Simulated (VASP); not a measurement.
# ZnS (P6_3mc) in VASP: notebook

Runs on ZnS. Level: PBE. Tasks: single point.

Everything below comes from runs of VASP 6.6.1. Logs are shortened: lines on timing, memory, paths and dates and some standing lists are left out, and cuts for length are marked.

## (1) The cell of the first run

The structure is hexagonal, space group P6_3mc (No. 186). The conventional cell has a = 3.922 Å, b = 3.922 Å, c = 6.424 Å, α = 90.00°, β = 90.00°, γ = 120.00°. Within 3.2 Å of Zn (site symmetry 3m) lie 4 S at 2.40 to 2.41 Å. S (site symmetry 3m) has 4 Zn at 2.40 to 2.41 Å within 3.2 Å.

## (2) Single point, PBE (volume scaled by 1.06, then relaxed in part)

INCAR reads:

```
SYSTEM = ZnS
ALGO     = Normal         ! electronic algorithm
EDIFF    = 1E-6           ! SCF threshold, eV
ENCUT    = 520            ! plane-wave cutoff, eV
GGA      = PE             ! functional
ISIF     = 2              ! what is computed and relaxed
ISMEAR   = 0              ! smearing method
LASPH    = .True.         ! aspherical terms in the spheres
LCHARG   = .False.        ! write CHGCAR
LREAL    = .False.        ! projectors in reciprocal space
LWAVE    = .False.        ! write WAVECAR
NBANDS   = 26             ! bands
NELM     = 80             ! most SCF steps
PREC     = Accurate       ! precision mode
SIGMA    = 0.02           ! smearing width, eV
```

KPOINTS reads:

```
k-points
0
Gamma
  12 12 6
  0 0 0
```

POSCAR reads:

```
ZnS
1.0
    3.9224736614      0.0000000000      0.0000000000
   -1.9612368307      3.3969618365      0.0000000000
    0.0000000000      0.0000000000      6.4238869415
Zn S
2 2
Direct
    0.3333333333      0.6666666667      0.0050514703
    0.6666666667      0.3333333333      0.5050514703
    0.3333333333      0.6666666667      0.3799485297
    0.6666666667      0.3333333333      0.8799485297
```

Potentials or basis: VASP PAW PBE potentials, release 64 (Zn, S).

Run with:

```bash
> cat potpaw_PBE.64/Zn/POTCAR potpaw_PBE.64/S/POTCAR > POTCAR
> mpirun -np 1 vasp_std > vasp.out
```

OUTCAR:

```text
SYSTEM = ZnS
   EDIFF = 1E-6
   ENCUT = 520
   GGA = PE
   ISIF = 2
   ISMEAR = 0
   LASPH = .True.
   LREAL = .False.
   NELM = 80
   PREC = Accurate

 ion  position               nearest neighbor table
   1  0.333  0.667  0.005-   4 2.40   4 2.40   4 2.40   3 2.41
   2  0.667  0.333  0.505-   3 2.40   3 2.40   3 2.40   4 2.41
   3  0.333  0.667  0.380-   2 2.40   2 2.40   2 2.40   1 2.41
   4  0.667  0.333  0.880-   1 2.40   1 2.40   1 2.40   2 2.41

  LATTYP: Found a hexagonal cell.
 ALAT       =     3.9224736614
 C/A-ratio  =     1.6377132126

  Lattice vectors:

 A1 = (   3.9224736614,   0.0000000000,   0.0000000000)
 A2 = (  -1.9612368307,   3.3969618365,   0.0000000000)
 A3 = (   0.0000000000,   0.0000000000,   6.4238869415)

Analysis of symmetry for initial positions (statically):
=====================================================================
 Subroutine PRICEL returns:
 Original cell was already a primitive cell.

 Routine SETGRP: Setting up the symmetry group for a
 hexagonal supercell.

 Subroutine GETGRP returns: Found 12 space group operations
 (whereof  6 operations were pure point group operations)
 out of a pool of 24 trial point group operations.

The static configuration has the point symmetry C_3v.
 The point group associated with its full space group is C_6v.

Analysis of symmetry for dynamics (positions and initial velocities):
=====================================================================
 Subroutine PRICEL returns:
 Original cell was already a primitive cell.

 Routine SETGRP: Setting up the symmetry group for a
 hexagonal supercell.

 Subroutine GETGRP returns: Found 12 space group operations
 (whereof  6 operations were pure point group operations)
 out of a pool of 24 trial point group operations.

The dynamic configuration has the point symmetry C_3v.
 The point group associated with its full space group is C_6v.

 Subroutine INISYM returns: Found 12 space group operations
 (whereof  6 operations are pure point group operations),
 and found     1 'primitive' translations

----------------------------------------------------------------------------------------

                                     Primitive cell

  volume of cell :      85.5950

  direct lattice vectors                    reciprocal lattice vectors
     3.922473661  0.000000000  0.000000000     0.254941164  0.147190350  0.000000000
    -1.961236831  3.396961837  0.000000000     0.000000000  0.294380699  0.000000000
     0.000000000  0.000000000  6.423886942     0.000000000  0.000000000  0.155668991

  length of vectors
     3.922473661  3.922473661  6.423886942     0.294380699  0.294380699  0.155668991

  position of ions in fractional coordinates (direct lattice)
     0.333333333  0.666666667  0.005051470
     0.666666667  0.333333333  0.505051470
     0.333333333  0.666666667  0.379948530
     0.666666667  0.333333333  0.879948530

  ion indices of the primitive-cell ions
   primitive index   ion index
                 1           1
                 2           2
                 3           3
                 4           4

----------------------------------------------------------------------------------------

 KPOINTS: k-points

Automatic generation of k-mesh.
 Grid dimensions read from file:
 generate k-points for:   12   12    6

 Generating k-lattice:

  Cartesian coordinates                     Fractional coordinates (reciprocal lattice)
     0.021245097  0.012265862  0.000000000     0.083333333 -0.000000000  0.000000000
     0.000000000  0.024531725  0.000000000     0.000000000  0.083333333  0.000000000
     0.000000000  0.000000000  0.025944832     0.000000000  0.000000000  0.166666667

  Length of vectors
     0.024531725  0.024531725  0.025944832

  Shift w.r.t. Gamma in fractional coordinates (k-lattice)
     0.000000000  0.000000000  0.000000000

 Subroutine IBZKPT returns following result:
 ===========================================

 Found     76 irreducible k-points:

 Following reciprocal coordinates:
            Coordinates               Weight
  0.000000  0.000000  0.000000      1.000000
  0.083333  0.000000  0.000000      6.000000
  0.166667  0.000000  0.000000      6.000000
  0.250000 -0.000000  0.000000      6.000000
  0.333333 -0.000000  0.000000      6.000000
  0.416667 -0.000000  0.000000      6.000000
[... 16 lines left out ...]
  0.250000 -0.000000  0.166667     12.000000
  0.333333 -0.000000  0.166667     12.000000
 [... further k-points ...]
   k-points           NKPTS =     76   k-points in BZ     NKDIM =     76   number of bands    NBANDS=     26
   number of dos      NEDOS =    301   number of ions     NIONS =      4
   total plane-waves  NPLWV =  43200
   dimension x,y,z NGX =    30 NGY =   30 NGZ =   48
   dimension x,y,z NGXF=    60 NGYF=   60 NGZF=   96
   ions per type =               2   2
   NGX,Y,Z   is equivalent  to a cutoff of  12.71, 12.71, 12.42 a.u.
   NGXF,Y,Z  is equivalent  to a cutoff of  25.43, 25.43, 24.84 a.u.
 SYSTEM =  ZnS
   PREC   = accura    normal or accurate (medium, high low for compatibility)
   ISTART =      0    job   : 0-new  1-cont  2-samecut
   ICHARG =      2    charge: 1-file 2-atom 10-const
   ISPIN  =      1    spin polarized calculation?
   LNONCOLLINEAR =      F non collinear calculations
   LSORBIT =      F    spin-orbit coupling
   LASPH  =      T    aspherical Exc in radial PAW
   ENCUT  =  520.0 eV  38.22 Ry    6.18 a.u.   7.29  7.29 11.94*2*pi/ulx,y,z
   NELM   =     80;   NELMIN=  2; NELMDL= -5     # of ELM steps
   EDIFF  = 0.1E-05   stopping-criterion for ELM
   LREAL  =      F    real-space projection
   EDIFFG = 0.1E-04   stopping-criterion for IOM
   NSW    =      0    number of steps for IOM
   IBRION =     -1    ionic relax: 0-MD 1-quasi-New 2-CG
   NFREE  =      0    steps in history (QN), initial steepest desc. (CG)
   ISIF   =      2    stress and relaxation
   ISYM   =      2    0-nonsym 1-usesym 2-fastsym
   POTIM  = 0.5000    time-step for ionic-motion
   TEBEG  =    0.0;   TEEND  =   0.0 temperature during run
   PSTRESS=    0.0 pullay stress
   NELECT =      36.0000    total number of electrons
   NUPDOWN=      -1.0000    fix difference up-down
   EMIN   =  10.00;   EMAX   =-10.00  energy-range for DOS
   EFERMI =   0.00;   METHOD = LEGACY
   ISMEAR =     0;   SIGMA  =   0.02  broadening in eV -4-tet -1-fermi 0-gaus
   EFERMI_NEDOS =   21; number of points for ismear=-14 and -15
   IALGO  =     38    algorithm
   IMIX   =      4    mixing-type and parameters
     AMIX     =   0.40;   BMIX     =  1.00
     AMIX_MAG =   1.60;   BMIX_MAG =  1.00
  volume/ion in A,a.u.               =      21.40       144.41
  Fermi-wavevector in a.u.,A,eV,Ry     =   1.226571  2.317884 20.469655  1.504477
  Thomas-Fermi vector in A             =   2.361567
   LORBIT       =      0    0 simple, 1 ext, 2 COOP (PROOUT), +10 PAW based schemes
   GGA     = PE    functional components
   LHFCALC =     F    Hartree Fock is set to
   AEXX    =    0.0000 exact exchange contribution
   IVDW    =     0    specifies the selected vdW correction
   LEPSILON=     F    determine dielectric tensor
   LRPA    =     F    only Hartree local field effects (RPA)
 non-spin polarized calculation
 Gauss-broadening in eV      SIGMA  =   0.02
  energy-cutoff  :      520.00
  volume of cell :       85.60
 maximum number of plane-waves:      2352
 NGX is ok and might be reduce to    30

 number of electron      35.9999950 magnetization

 Free energy of the ion-electron system (eV)
  ---------------------------------------------------
  ext. energy  EPLUGINS =         0.00000000
  ---------------------------------------------------
  free energy    TOTEN  =       -13.64183459 eV

  energy without entropy =      -13.64183459  energy(sigma->0) =      -13.64183459

 E-fermi :   1.5148     XC(G=0):  -9.2464

 val. band max:        1.4002733427   @ k =   0.0000   0.0000   0.0000
 cond. band min:       3.2283649383   @ k =   0.0000   0.0000   0.0000
 fundamental gap:      1.8280915956
 Fermi energy:         1.5148444639

 k-point     1 :       0.0000    0.0000    0.0000
  band No.  band energies     occupation
      1     -11.2283      2.00000
      2     -10.4380      2.00000
      3      -4.6548      2.00000
      4      -4.6463      2.00000
      5      -4.6463      2.00000
      6      -4.5773      2.00000
[... 18 lines left out ...]
     25       9.0343      0.00000
     26      10.2427      0.00000

 k-point     2 :       0.0833    0.0000    0.0000
  band No.  band energies     occupation
      1     -11.1877      2.00000
      2     -10.4156      2.00000
      3      -4.6518      2.00000
      4      -4.6417      2.00000
      5      -4.6383      2.00000
      6      -4.5722      2.00000
[... 18 lines left out ...]
     25       9.2266      0.00000
     26      10.0329      0.00000

 k-point     3 :       0.1667    0.0000    0.0000
  band No.  band energies     occupation
      1     -11.0717      2.00000
      2     -10.3550      2.00000
      3      -4.6482      2.00000
      4      -4.6230      2.00000
      5      -4.6176      2.00000
      6      -4.5528      2.00000
[... 18 lines left out ...]
     25       9.5618      0.00000
     26       9.7607      0.00000

 k-point     4 :       0.2500   -0.0000    0.0000
  band No.  band energies     occupation
      1     -10.8987      2.00000
      2     -10.2762      2.00000
      3      -4.6377      2.00000
      4      -4.5976      2.00000
      5      -4.5927      2.00000
      6      -4.5106      2.00000
[... 18 lines left out ...]
     25       9.7173      0.00000
     26      10.0961      0.00000

 k-point     5 :       0.3333   -0.0000    0.0000
  band No.  band energies     occupation
      1     -10.7007      2.00000
      2     -10.2083      2.00000
      3      -4.6233      2.00000
      4      -4.5726      2.00000
      5      -4.5584      2.00000
      6      -4.4455      2.00000
[... 18 lines left out ...]
     25       9.9049      0.00000
     26      10.7337      0.00000

 k-point     6 :       0.4167   -0.0000    0.0000
  band No.  band energies     occupation
      1     -10.5264      2.00000
      2     -10.1778      2.00000
      3      -4.6166      2.00000
      4      -4.5615      2.00000
      5      -4.4950      2.00000
      6      -4.4129      2.00000
[... 427 lines left out ...]
 k-point    21 :       0.0833    0.0000    0.1667
  band No.  band energies     occupation
      1     -11.1423      2.00000
      2     -10.4750      2.00000
      3      -4.6544      2.00000
      4      -4.6366      2.00000
      5      -4.6348      2.00000
      6      -4.5787      2.00000
[... 18 lines left out ...]
     25       9.0693      0.00000
     26       9.8129      0.00000

 k-point    22 :       0.1667    0.0000    0.1667
  band No.  band energies     occupation
      1     -11.0289      2.00000
      2     -10.4092      2.00000
      3      -4.6513      2.00000
      4      -4.6191      2.00000
      5      -4.6132      2.00000
      6      -4.5594      2.00000
[... 18 lines left out ...]
     25       9.5941      0.00000
     26       9.6686      0.00000

 k-point    23 :       0.2500   -0.0000    0.1667
  band No.  band energies     occupation
      1     -10.8604      2.00000
      2     -10.3216      2.00000
      3      -4.6410      2.00000
      4      -4.5976      2.00000
      5      -4.5867      2.00000
      6      -4.5158      2.00000
[... 18 lines left out ...]
     25       9.7742      0.00000
     26      10.4067      0.00000

 k-point    24 :       0.3333   -0.0000    0.1667
  band No.  band energies     occupation
      1     -10.6689      2.00000
      2     -10.2422      2.00000
      3      -4.6275      2.00000
      4      -4.5647      2.00000
      5      -4.5643      2.00000
      6      -4.4543      2.00000
[... 18 lines left out ...]
     25       9.9221      0.00000
     26      10.9087      0.00000

 [... further k-points ...]

------------------------ aborting loop because EDIFF is reached ----------------------------------------

  FORCE on cell =-STRESS in cart. coord.  units (eV):
  Direction    XX          YY          ZZ          XY          YZ          ZX
  --------------------------------------------------------------------------------------
  -------------------------------------------------------------------------------------
  Total       -1.8400019     -1.8400019     -1.8190709      0.0000000      0.0000000      0.0000000
  in kB      -34.4413571    -34.4413571    -34.0495681      0.0000000      0.0000000      0.0000000
  external PRESSURE =     -34.3107608 kB  Pullay stress =       0.0000000 kB

 VOLUME and BASIS-vectors are now :
 -----------------------------------------------------------------------------
  energy-cutoff  :      520.00
  volume of cell :       85.60
      direct lattice vectors                 reciprocal lattice vectors
     3.922473661  0.000000000  0.000000000     0.254941164  0.147190350  0.000000000
    -1.961236831  3.396961837  0.000000000     0.000000000  0.294380699  0.000000000
     0.000000000  0.000000000  6.423886942     0.000000000  0.000000000  0.155668991

 POSITION                                       TOTAL-FORCE (eV/Angst)
 -----------------------------------------------------------------------------------
     -0.00000      2.26464      0.03245         0.000000      0.000000     -0.004753
      1.96124      1.13232      3.24439        -0.000000      0.000000     -0.004753
     -0.00000      2.26464      2.44075         0.000000     -0.000000      0.004753
      1.96124      1.13232      5.65269        -0.000000     -0.000000      0.004753
 -----------------------------------------------------------------------------------
    total drift:                               -0.000001     -0.000001      0.000559

  FREE ENERGIE OF THE ION-ELECTRON SYSTEM (eV)
  ---------------------------------------------------
  free  energy   TOTEN  =       -13.6418345881 eV

  energy  without entropy=      -13.6418345881  energy(sigma->0) =      -13.64183459
```

It took 1.8 min on 1 thread of AMD EPYC 9R14 (Zen 4), shared host; peak memory 0.26 GiB.

What came out:

```yaml
Free_energy: -13.6418 eV
Pressure: -3.4 GPa
Largest_force: 0.005 eV/Å
Band_gap_on_the_k_mesh: 1.83 eV, direct
```

Forces on the atoms (eV/Å):
```
Zn   0.000  0.000 -0.005
Zn   0.000  0.000 -0.005
S    0.000  0.000  0.005
S    0.000  0.000  0.005
```

 A k mesh can miss the band edges.

## (3) Single point, PBE

This run uses another cell than the first one: it holds 8 atoms, not 4.

INCAR reads:

```
SYSTEM = ZnS
ALGO = Normal
EDIFF = 1E-6
ENCUT = 520
GGA = PE
ISIF = 2
ISMEAR = 0
LASPH = .TRUE.
LCHARG = .TRUE.
LELF = .TRUE.
LREAL = .FALSE.
LVHAR = .TRUE.
LWAVE = .FALSE.
NBANDS = 46
NELM = 100
PREC = Accurate
SIGMA = 0.05
```

KPOINTS reads:

```
k-points
0
G
  12 12 2
  0 0 0
```

POSCAR reads:

```
ZnS
1.0
    3.8454929876      0.0000000000      0.0000000000
   -1.9227464938      3.3302946173      0.0000000000
    0.0000000000      0.0000000000     12.6106666232
Zn S
4 4
Direct
    0.3333333333      0.6666666667      0.0026098951
    0.3333333333      0.6666666667      0.5026098951
    0.6666666667      0.3333333333      0.2526098951
    0.6666666667      0.3333333333      0.7526098951
    0.3333333333      0.6666666667      0.1898901049
    0.3333333333      0.6666666667      0.6898901049
    0.6666666667      0.3333333333      0.4398901049
    0.6666666667      0.3333333333      0.9398901049
```

Potentials or basis: VASP PAW PBE potentials, release 64 (Zn, S).

Run with:

```bash
> cat potpaw_PBE.64/Zn/POTCAR potpaw_PBE.64/S/POTCAR > POTCAR
> mpirun -np 1 vasp_std > vasp.out
```

Wall time 3.8 min (1 thread of Intel Xeon Platinum 8488C (Sapphire Rapids), shared host); peak memory 0.38 GiB.

It converged, with:

```
Free energy            : -27.3876 eV
Pressure               : 0.1 GPa
Band gap on the k mesh : 2.08 eV
```

Levels at points of the mesh, in eV from the valence-band top:
| k point | band 34 | band 35 | band 36 | band 37 | band 38 | band 39 |
| --- | --- | --- | --- | --- | --- | --- |
| (0.00, 0.00, 0.00) | -0.07 | 0.00 | 0.00 | 2.08 | 3.05 | 3.48 |
| (0.50, 0.00, 0.00) | -1.54 | -1.54 | -0.85 | 3.54 | 3.54 | 3.68 |
| (0.00, 0.00, 0.50) | -0.14 | -0.14 | -0.14 | 2.98 | 2.98 | 3.20 |
| (0.50, 0.00, 0.50) | -1.34 | -1.07 | -1.07 | 3.46 | 3.46 | 3.81 |

A k mesh can miss the band edges. PBE gaps usually lie below the measured ones, often by a third to a half.
